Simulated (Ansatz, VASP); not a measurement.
## Sb2Pt in VASP and in Ansatz

```xyz
12
Lattice="6.4389 0.0000 0.0000 0.0000 6.4389 0.0000 0.0000 0.0000 6.4389" Properties=species:S:1:pos:R:3 pbc="T T T"
Sb    2.4165    2.4165    2.4165
Sb    0.8029    4.0224    5.6360
Sb    5.6360    0.8029    4.0224
Sb    4.0224    5.6360    0.8029
Sb    4.0224    4.0224    4.0224
Sb    5.6360    2.4165    0.8029
Sb    0.8029    5.6360    2.4165
Sb    2.4165    0.8029    5.6360
Pt    0.0000    0.0000    0.0000
Pt    3.2194    0.0000    3.2194
Pt    3.2194    3.2194    0.0000
Pt    0.0000    3.2194    3.2194
```

Alike in both runs: functional r2SCAN; k mesh 6 × 6 × 6; occupations gaussian, width 0.1 eV; no spin polarisation.

Ansatz relaxed the structure, and its values are those at the end. VASP's run is a single point on that final structure, the one shown.

|  | VASP | Ansatz |
| --- | --- | --- |
| version | VASP 6.6.1 | Ansatz 0.2.0 |
| potentials or method | VASP PAW PBE potentials, release 64 (Sb, Pt), cutoff 520 eV | scalar-relativistic, plane waves, PAW |
| valence electrons in the cell | 80 | 192 |

```csv
,VASP,Ansatz,Ansatz less VASP
gap on the k mesh at the Fermi level (eV),0.11,0.11,-0.001
least direct gap on the mesh (eV),0.27,0.26,-0.001
pressure (GPa),3.7,3.8,+0.13
rms of the force components (eV/Å),0.017,0.000,-0.0168
```

VASP's potentials were made for PBE, not for r2SCAN. VASP's potentials hold 80 valence electrons a cell and Ansatz's 192, so a difference there can come from the potentials and not from the codes. Ansatz's warnings: stress scf threshold loose.

Neither program's run includes spin-orbit coupling.
